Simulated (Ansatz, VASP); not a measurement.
# NbSnSe4 in VASP and in Ansatz

```
Nb Sn Se
1.0
    -2.75117    2.75117    5.40665
     2.75117   -2.75117    5.40665
     2.75117    2.75117   -5.40665
Nb Sn Se
1 1 4
Cartesian
  0.0000 0.0000 0.0000
  0.0000 0.0000 5.4066
  0.0000 0.0000 2.4403
  0.0000 0.0000 8.3730
  0.0000 2.7512 0.0000
  2.7512 0.0000 0.0000
```

Alike in both runs: functional PBE; k mesh 3 × 3 × 3; occupations gaussian, width 0.15 eV; no spin polarisation.

Ansatz relaxed the structure, and its values are those at the end. VASP's run is a single point on that final structure, the one shown.

|  | VASP | Ansatz |
| --- | --- | --- |
| version | VASP 6.6.1 | Ansatz 0.2.0 |
| potentials or method | VASP PAW PBE potentials, release 64 (Nb_sv, Sn_d, Se), cutoff 500 eV | scalar-relativistic, plane waves, PAW |
| valence electrons in the cell | 51 | 91 |

|  | VASP | Ansatz | Ansatz less VASP |
| --- | --- | --- | --- |
| gap on the k mesh at the Fermi level (eV) | none | none | - |
| pressure (GPa) | 0.1 | 0.1 | +0.02 |
| rms of the force components (eV/Å) | 0.003 | 0.003 | +0.0007 |

A gap of «none» marks a metal or a gap that the smearing closes. The functional is the same, so the differences come from potentials, cutoffs and numerics. VASP's potentials hold 51 valence electrons a cell and Ansatz's 91, so a difference there can come from the potentials and not from the codes.

The k mesh is coarse, so the values compare programs but aren't converged.
